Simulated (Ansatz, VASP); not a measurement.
# One calculation of Mg, two programs

Contents of POSCAR:

```
Mg
1.0
    3.1066653474      0.0000000000      0.0000000000
   -1.5533326737      2.6904511119      0.0000000000
    0.0000000000      0.0000000000      5.1532849037
Mg
2
Direct
    0.6666666667      0.3333333333      0.2500000000
    0.3333333333      0.6666666667      0.7500000000
```

File INCAR.step1:

```
SYSTEM = Mg
PREC = Accurate
ENCUT = 520
ISMEAR = 0
SIGMA = 0.1
LREAL = .False.
LASPH = .True.
NELM = 60
NBANDS = 9
GGA = PE
ALGO = Normal
EDIFF = 1E-4
LWAVE = .True.
LCHARG = .False.
```

File INCAR.step2:

```
SYSTEM = Mg
PREC = Accurate
ENCUT = 520
EDIFF = 1E-6
ISMEAR = 0
SIGMA = 0.1
LREAL = .False.
LASPH = .True.
NELM = 60
ALGO = Normal
ISIF = 2
LWAVE = .False.
LCHARG = .True.
METAGGA = R2SCAN
LMIXTAU = .True.
LELF = .True.
LVHAR = .True.
NBANDS = 9
ISTART = 1
```

Contents of KPOINTS:

```
regular mesh
0
Gamma
  12 12 7
  0 0 0
```

Input for Ansatz:

```yaml
crystal:
  lattice:
    - [3.1066653474, 0.0, 0.0]
    - [-1.5533326737, 2.6904511119, 0.0]
    - [0.0, 0.0, 5.1532849037]
  atoms:
    - { symbol: Mg, position: [0.6666666667, 0.3333333333, 0.25] }
    - { symbol: Mg, position: [0.3333333333, 0.6666666667, 0.75] }
basis:
  ecutwfc: 500
kpoints:
  mp_grid: { grid: [12, 12, 7] }
hamiltonian:
  xc: r2scan
scf:
  occupations: { method: gaussian, width: 0.1 }
output:
  forces: true
  stress: true
  eigenvalues: true
```

Change from the starting cell: band edges of the strained film's bulk.

Alike in both runs: task single point; functional r2SCAN; k mesh 12 × 12 × 7; occupations gaussian, width 0.1 eV; no spin polarisation.

|  | VASP | Ansatz |
| --- | --- | --- |
| version | VASP 6.6.1 | Ansatz 0.2.0 |
| potentials or method | VASP PAW PBE potentials, release 64 (Mg), cutoff 520 eV | scalar-relativistic, plane waves, PAW |
| valence electrons in the cell | 4 | 20 |

```tsv
	VASP	Ansatz	Ansatz less VASP
gap on the k mesh at the Fermi level (eV)	none	none	-
pressure (GPa)	1.7	2.0	+0.29
traceless stress, the component that is largest in VASP (GPa)	-2.07	-2.07	-0.005
```

VASP's potentials were made for PBE, not for r2SCAN. A gap of «none» marks a metal or a gap that the smearing closes. VASP's potentials hold 4 valence electrons a cell and Ansatz's 20, so a difference there can come from the potentials and not from the codes.
